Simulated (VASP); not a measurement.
Set up this calculation in VASP 6.6.1, as the native input.

| Property | Result |
| --- | --- |
| Task | single point |
| Functional | PBEsol |
| Potentials or basis | VASP PAW PBE potentials, release 64 (Ba_sv, S) |
| Cutoff | 520 eV |
| k mesh | 6 × 6 × 6 |
| Occupations | gaussian, width 0.05 eV |
| Spin | no spin polarisation |
| Dipole correction | no |
| Further INCAR settings | ALGO = Normal; EDIFF = 1e-06; NBANDS = 15 |

The structure of BaS lies in POSCAR:

```
BaS
1.0
    0.0000000000      3.1855725142      3.1855725142
    3.1855725142      0.0000000000      3.1855725142
    3.1855725142      3.1855725142      0.0000000000
Ba S
1 1
Direct
    0.5000000000      0.5000000000      0.5000000000
    0.0000000000      0.0000000000      0.0000000000
```

One way to write it, as run:

INCAR

```
ALGO = Normal ; EDIFF = 1E-6
ENCUT = 520 ; GGA = PS
ISIF = 2 ; ISMEAR = 0
LASPH = True ; LCHARG = False
LREAL = False ; LWAVE = False
NBANDS = 15 ; NELM = 100
PREC = Accurate ; SIGMA = 0.05
```

KPOINTS

```
k-points
0
Gamma
  6 6 6
```

Potentials or basis: VASP PAW PBE potentials, release 64 (Ba_sv, S).

Command:

```bash
$ cat potpaw_PBE.64/Ba_sv/POTCAR potpaw_PBE.64/S/POTCAR > POTCAR
$ mpirun -np 1 vasp_std > vasp.out
```

It gave:

* Pressure: -0.2 GPa
* Band gap on the k mesh: 1.97 eV, indirect (least direct gap 2.10 eV)

Caveat: the PAW data sets were made with another functional, which shifts forces and pressure a little; spin-orbit coupling is left out, which moves the levels of the heavy elements.

Wall time 9.1 s on 1 thread of Intel(R) Xeon(R) Platinum 8488C (Sapphire Rapids), on a shared host, peak memory 0.2 GiB.
